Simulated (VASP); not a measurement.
Input of a VASP 6.6.1 run:

Contents of POSCAR:

```
CoH3
1.0
    2.6113350000      0.0000000000      0.0000000000
    0.0000000000      2.6113350000      0.0000000000
    0.0000000000      0.0000000000      2.6113350000
Co H
1 3
Direct
    0.0000000000      0.0000000000      0.0000000000
    0.0000000000      0.5000000000      0.5000000000
    0.5000000000      0.0000000000      0.5000000000
    0.5000000000      0.5000000000      0.0000000000
```

INCAR.step1

```
SYSTEM = CoH3
PREC = Accurate ; ENCUT = 660
ISMEAR = 0 ; SIGMA = 0.1
LREAL = .False. ; LASPH = .True.
NELM = 120 ; NBANDS = 14
GGA = PE ; ALGO = Normal
EDIFF = 1E-5 ; LWAVE = .True.
LCHARG = .False. ; GGA_COMPAT = .False.
```

Contents of INCAR.step2:

```
SYSTEM = CoH3
PREC = Accurate ; ENCUT = 660
EDIFF = 1E-6 ; ISMEAR = 0
SIGMA = 0.1 ; LREAL = .False.
LASPH = .True. ; NELM = 120
ALGO = Normal ; ISIF = 2
LWAVE = .False. ; LCHARG = .True.
METAGGA = R2SCAN ; LMIXTAU = .True.
LELF = .True. ; LVHAR = .True.
NBANDS = 14 ; ISTART = 1
GGA_COMPAT = .False.
```

KPOINTS

```
Automatic mesh
0
Gamma
  2 2 2
  0 0 0
```

Potentials or basis: VASP PAW PBE potentials, release 64 (Co, H).

Command:

```sh
$ cat potpaw_PBE.64/Co/POTCAR potpaw_PBE.64/H/POTCAR > POTCAR
$ cp INCAR.step1 INCAR
$ mpirun -np 1 vasp_std > vasp.out
$ cp INCAR.step2 INCAR
$ mpirun -np 1 vasp_std > vasp.out
```

Q: What does it give for the pressure?

A: 1.5 GPa.

Q: Predict the band gap on the k mesh.

A: Zero (band 6 reaches 12.54 eV, above the bottom of band 7 at 8.23 eV).

Caveat: the k points lie up to 1.20 Å⁻¹ apart; the PAW data sets were made with another functional, which shifts forces and pressure a little. Spin polarisation is off, so any magnetic state and its effect on volume and gap are missing.
